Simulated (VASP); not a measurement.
# HfH (P6_3/mmc) in VASP: further runs, part 2 of 2

VASP 6.6.1. Earlier steps stand in the parts before.

## (3) Relaxation of cell and atoms, PBE

This run uses another cell than the first one, of 13.82 Å³/atom, 1.168 times its volume.

Input file INCAR:

```
SYSTEM = HfH
  PREC = Accurate
  ENCUT = 600
  EDIFF = 1E-6
  ISMEAR = 0
  SIGMA = 0.1
  LREAL = .FALSE.
  LASPH = .TRUE.
  NELM = 100
  ALGO = Normal
  ISIF = 3
  LWAVE = .FALSE.
  LCHARG = .FALSE.
  GGA = PE
  IBRION = 2
  NSW = 90
  EDIFFG = -0.04
```

Input file KPOINTS:

```
regular mesh
0
G
  6 6 4
  0 0 0
```

Input file POSCAR:

```
HfH
1.0
    3.3840000000      0.0000000000      0.0000000000
   -1.6920000000      2.9306299700      0.0000000000
    0.0000000000      0.0000000000      5.5754433000
Hf H
2 2
Direct
    0.3333333300      0.6666666700      0.7500000000
    0.6666666700      0.3333333300      0.2500000000
    0.0000000000      0.0000000000      0.0000000000
    0.0000000000      0.0000000000      0.5000000000
```

Potentials or basis: VASP PAW PBE potentials, release 64 (Hf_pv, H).

Command:

```console
$ cat potpaw_PBE.64/Hf_pv/POTCAR potpaw_PBE.64/H/POTCAR > POTCAR
$ mpirun -np 1 vasp_std > vasp.out
```

Wall time 30 s (1 thread of Intel Xeon Platinum 8559C (Emerald Rapids), shared host); peak memory 0.2 GiB.

Results (log left out):

* Free energy: -27.4182 eV
* Relaxed volume: 11.79 Å³/atom
* Relaxed cell: a = 3.208 Å, b = 3.208 Å, c = 5.292 Å, α = 90.00°, β = 90.00°, γ = 120.00°
* Space group after relaxing (to 0.05 Å): P6_3/mmc (No. 194)
* Energy gained by relaxing: 116.6 meV/atom
* Ionic steps: 3
* Pressure after relaxing: 0.1 GPa
* Band gap on the k mesh: zero (band 11 reaches 6.12 eV, above the bottom of band 12 at 4.48 eV)

Stress tensor (GPa, compression positive):
```
-0.08  0.00  0.00
 0.00 -0.08  0.00
 0.00  0.00  0.45
```

Step by step:
```csv
step,energy change (eV),largest force (eV/Å),pressure (GPa),volume (Å³)
1,0.0000,0.0000,-16.23,55.29
2,-0.4115,0.0000,7.72,44.83
3,-0.4664,0.0000,0.10,47.16
```

Final structure:
```
Hf H
1.0
     3.20773    0.00000    0.00000
    -1.60386    2.77797    0.00000
     0.00000    0.00000    5.29205
Hf H
2 2
Direct
  0.33333 0.66667 0.75000
  0.66667 0.33333 0.25000
  0.00000 0.00000 0.00000
  0.00000 0.00000 0.50000
```

Levels at points of the mesh, in eV from the Fermi level:
```csv
k point,band 8,band 9,band 10,band 11,band 12,band 13,band 14,band 15
"(0.00, 0.00, 0.00)",-4.89,-4.12,0.84,0.84,0.93,1.77,1.77,2.72
"(0.50, 0.00, 0.00)",-6.09,-3.62,-1.57,0.14,0.61,0.77,5.47,5.73
"(0.00, 0.00, 0.50)",-8.18,-0.91,-0.91,0.89,0.89,0.89,0.89,4.45
"(0.50, 0.00, 0.50)",-6.58,-1.46,-1.46,-0.70,-0.70,2.29,2.29,5.25
```

Caveat: spin-orbit coupling is left out, which moves the levels of the heavy elements.

## (4) Single point, PBE

This run uses another cell than the first one, of 13.82 Å³/atom, 1.168 times its volume.

Input file INCAR:

```
SYSTEM = HfH
ALGO = Normal ; EDIFF = 1E-7
ENCUT = 520 ; GGA = PE
ISIF = 2 ; ISMEAR = 0
LASPH = .TRUE. ; LCHARG = .FALSE.
LREAL = .FALSE. ; LWAVE = .FALSE.
NBANDS = 19 ; NELM = 100
PREC = Accurate ; SIGMA = 0.1
```

Input file KPOINTS:

```
k-points
0
G
  6 6 4
  0 0 0
```

POSCAR is that of step 3.

Potentials or basis: VASP PAW PBE potentials, release 64 (Hf_pv, H).

Command:

```console
$ cat potpaw_PBE.64/Hf_pv/POTCAR potpaw_PBE.64/H/POTCAR > POTCAR
$ mpirun -np 1 vasp_std > vasp.out
```

OUTCAR:

```text
SYSTEM = HfH
   EDIFF = 1E-7
   ENCUT = 520
   GGA = PE
   ISIF = 2
   ISMEAR = 0
   LASPH = .TRUE.
   LREAL = .FALSE.
   NELM = 100
   PREC = Accurate

 ion  position               nearest neighbor table
   1  0.333  0.667  0.750-   2 3.40   2 3.40   2 3.40   2 3.40   2 3.40   2 3.40
   2  0.667  0.333  0.250-   1 3.40   1 3.40   1 3.40   1 3.40   1 3.40   1 3.40
   3  0.000  0.000  0.000-
   4  0.000  0.000  0.500-

  LATTYP: Found a hexagonal cell.
 ALAT       =     3.3840000000
[... 656 lines left out ...]
  FORCE on cell =-STRESS in cart. coord.  units (eV):
  Direction    XX          YY          ZZ          XY          YZ          ZX
  --------------------------------------------------------------------------------------
  -------------------------------------------------------------------------------------
  Total       -5.6668740     -5.6668740     -5.5290361      0.0000000      0.0000000     -0.0000000
  in kB     -164.2038731   -164.2038735   -160.2098682      0.0000000      0.0000000     -0.0000000
  external PRESSURE =    -162.8725383 kB  Pullay stress =       0.0000000 kB

 VOLUME and BASIS-vectors are now :
 -----------------------------------------------------------------------------
  energy-cutoff  :      520.00
  volume of cell :       55.29
      direct lattice vectors                 reciprocal lattice vectors
     3.384000000  0.000000000  0.000000000     0.295508274  0.170611781  0.000000000
    -1.692000000  2.930629970  0.000000000     0.000000000  0.341223563  0.000000000
     0.000000000  0.000000000  5.575443300     0.000000000  0.000000000  0.179357936

 POSITION                                       TOTAL-FORCE (eV/Angst)
 -----------------------------------------------------------------------------------
     -0.00000      1.95375      4.18158        -0.000000     -0.000000      0.000000
      1.69200      0.97688      1.39386         0.000000      0.000000      0.000000
      0.00000      0.00000      0.00000         0.000000      0.000000      0.000000
      0.00000      0.00000      2.78772         0.000000      0.000000      0.000000
 -----------------------------------------------------------------------------------
    total drift:                               -0.000002      0.000001     -0.000000

  FREE ENERGIE OF THE ION-ELECTRON SYSTEM (eV)
  ---------------------------------------------------
  free  energy   TOTEN  =       -26.9507369470 eV

  energy  without entropy=      -26.9365676886  energy(sigma->0) =      -26.94365232
```

Wall time 14 s (1 thread of Intel Xeon Platinum 8559C (Emerald Rapids), shared host); peak memory 0.17 GiB.

What came out:

```
Free energy            : -26.9507 eV
Pressure               : -16.3 GPa
Band gap on the k mesh : zero (band 11 reaches 5.01 eV, above the bottom of band 12 at 3.57 eV)
```

Caveat: spin-orbit coupling is left out, which moves the levels of the heavy elements.

## (5) Single point, PBE

Input file INCAR:

```
SYSTEM = HfH
PREC = Accurate ; ENCUT = 520
EDIFF = 1E-6 ; ISMEAR = 0
SIGMA = 0.1 ; LREAL = .False.
LASPH = .True. ; NELM = 100
ALGO = Normal ; ISIF = 2
LWAVE = .False. ; LCHARG = .True.
GGA = PE ; LELF = .True.
LVHAR = .True. ; NBANDS = 19
```

Input file KPOINTS:

```
Automatic mesh
0
Gamma
  18 18 10
  0 0 0
```

Input file POSCAR:

```
HfH
1.0
    3.2063130069      0.0000000000      0.0000000000
   -1.6031565035      2.7767485164      0.0000000000
    0.0000000000      0.0000000000      5.3282068769
Hf H
2 2
Direct
    0.3333333333      0.6666666667      0.7500000000
    0.6666666667      0.3333333333      0.2500000000
    0.0000000000      0.0000000000      0.0000000000
    0.0000000000      0.0000000000      0.5000000000
```

Command:

```console
$ cat potpaw_PBE.64/Hf_pv/POTCAR potpaw_PBE.64/H/POTCAR > POTCAR
$ mpirun -np 1 vasp_std > vasp.out
```

Run time: 2.5 min. Hardware: 1 thread of Intel Xeon Platinum 8259CL at 2.50GHz (Skylake/Cascade Lake), shared host; peak memory 0.29 GiB.

It converged, with:

| Property | Result |
| --- | --- |
| Free energy | -27.3740 eV |
| Pressure | -0.7 GPa |
| Band gap on the k mesh | zero (band 11 reaches 6.40 eV, above the bottom of band 12 at 4.20 eV) |

Stress tensor (GPa, compression positive):
```
-0.62  0.00  0.00
 0.00 -0.62  0.00
 0.00  0.00 -0.74
```

Levels at points of the mesh, in eV from the Fermi level:
```csv
k point,band 7,band 8,band 9,band 10,band 11,band 12,band 13,band 14,band 15,band 16
"(0.00, 0.00, 0.00)",-9.85,-4.91,-4.11,0.88,0.88,0.88,1.77,1.77,2.77,2.77
"(0.50, 0.00, 0.00)",-6.52,-6.07,-3.60,-1.54,0.11,0.66,0.75,5.45,5.76,5.79
"(0.00, 0.00, 0.50)",-8.16,-8.16,-0.94,-0.94,0.93,0.93,0.93,0.93,4.43,4.43
"(0.50, 0.00, 0.50)",-6.54,-6.54,-1.47,-1.47,-0.69,-0.69,2.32,2.32,5.19,5.19
```

Caveat: spin-orbit coupling is left out, which moves the levels of the heavy elements.

## (6) Relaxation of cell and atoms, PBE

Input file INCAR:

```
SYSTEM = HfH
PREC     = Accurate       ! precision mode
ENCUT    = 600            ! plane-wave cutoff, eV
EDIFF    = 1E-6           ! SCF threshold, eV
ISMEAR   = 0              ! smearing method
SIGMA    = 0.1            ! smearing width, eV
LREAL    = .False.        ! projectors in reciprocal space
LASPH    = .True.         ! aspherical terms in the spheres
NELM     = 100            ! most SCF steps
ALGO     = Normal         ! electronic algorithm
ISIF     = 3              ! what is computed and relaxed
LWAVE    = .False.        ! write WAVECAR
LCHARG   = .False.        ! write CHGCAR
GGA      = PE             ! functional
IBRION   = 2              ! ionic algorithm
NSW      = 100            ! ionic steps
EDIFFG   = -0.01          ! ionic threshold
```

KPOINTS is that of step 5.

Input file POSCAR:

```
HfH
1.0
    3.2054676161      0.0000000000      0.0000000000
   -1.6027338081      2.7760163866      0.0000000000
    0.0000000000      0.0000000000      5.3205292943
Hf H
2 2
Direct
    0.3333333333      0.6666666667      0.7500000000
    0.6666666667      0.3333333333      0.2500000000
    0.0000000000      0.0000000000      0.0000000000
    0.0000000000      0.0000000000      0.5000000000
```

Potentials or basis: VASP PAW PBE potentials, release 64 (Hf_pv, H).

Command:

```console
$ cat potpaw_PBE.64/Hf_pv/POTCAR potpaw_PBE.64/H/POTCAR > POTCAR
$ mpirun -np 1 vasp_std > vasp.out
```

Run time: 7.8 min. Hardware: 1 thread of Intel Xeon Platinum 8259CL at 2.50GHz (Skylake/Cascade Lake), shared host; peak memory 0.33 GiB.

Results (log left out):

```
Free energy                            : -27.3753 eV
Relaxed volume                         : 11.81 Å³/atom
Relaxed cell                           : a = 3.203 Å, b = 3.203 Å, c = 5.316 Å, α = 90.00°, β = 90.00°, γ = 120.00°
Space group after relaxing (to 0.05 Å) : P6_3/mmc (No. 194)
Energy gained by relaxing              : 0.0 meV/atom
Ionic steps                            : 3
Pressure after relaxing                : 0.0 GPa
Band gap on the k mesh                 : zero (band 11 reaches 6.43 eV, above the bottom of band 12 at 4.22 eV)
```

The path:
```csv
step,energy change (eV),largest force (eV/Å),pressure (GPa),volume (Å³)
1,0.0000,0.0000,-0.35,47.34
2,-0.0001,0.0000,0.15,47.17
3,-0.0001,0.0000,0.00,47.22
```

Final structure:
```
Hf H
1.0
     3.20256    0.00000    0.00000
    -1.60128    2.77350    0.00000
     0.00000    0.00000    5.31645
Hf H
2 2
Direct
  0.33333 0.66667 0.75000
  0.66667 0.33333 0.25000
  0.00000 0.00000 0.00000
  0.00000 0.00000 0.50000
```

Levels at points of the mesh, in eV from the Fermi level:
| k point | band 9 | band 10 | band 11 | band 12 | band 13 | band 14 |
| --- | --- | --- | --- | --- | --- | --- |
| (0.00, 0.00, 0.00) | -4.12 | 0.87 | 0.87 | 0.89 | 1.78 | 1.78 |
| (0.50, 0.00, 0.00) | -3.61 | -1.55 | 0.11 | 0.65 | 0.75 | 5.47 |
| (0.00, 0.00, 0.50) | -0.94 | -0.94 | 0.92 | 0.92 | 0.92 | 0.92 |
| (0.50, 0.00, 0.50) | -1.47 | -1.47 | -0.69 | -0.69 | 2.32 | 2.32 |

Caveat: spin-orbit coupling is left out, which moves the levels of the heavy elements.

## (7) The runs side by side

| task | cell | k mesh | cutoff (eV) | gap on the mesh (eV) | pressure (GPa) | relaxed volume (Å³/atom) |
| --- | --- | --- | --- | --- | --- | --- |
| single point | a = 3.205, b = 3.205, c = 5.321 Å, angles 90.0, 90.0, 120.0°, 4 atoms | 6 × 6 × 4 | 520 | none | -0.5 | - |
| relaxation of cell and atoms | relaxed from a = 3.384, b = 3.384, c = 5.575 Å, angles 90.0, 90.0, 120.0°, 4 atoms | 6 × 6 × 4 | 600 | none | 0.1 | 11.79 |
| single point | a = 3.384, b = 3.384, c = 5.575 Å, angles 90.0, 90.0, 120.0°, 4 atoms | 6 × 6 × 4 | 520 | none | -16.3 | - |
| single point | a = 3.206, b = 3.206, c = 5.328 Å, angles 90.0, 90.0, 120.0°, 4 atoms | 18 × 18 × 10 | 520 | none | -0.7 | - |
| relaxation of cell and atoms | relaxed from a = 3.205, b = 3.205, c = 5.321 Å, angles 90.0, 90.0, 120.0°, 4 atoms | 18 × 18 × 10 | 600 | none | 0.0 | 11.81 |

Alike in all rows: level PBE; potentials or basis VASP PAW PBE potentials, release 64 (Hf_pv, H); no spin polarisation; smearing gaussian 0.1 eV.

Caveats: some runs use coarse meshes; spin-orbit coupling is left out, which moves the levels of the heavy elements.

Absolute energies hang on the potentials; compare differences alone.
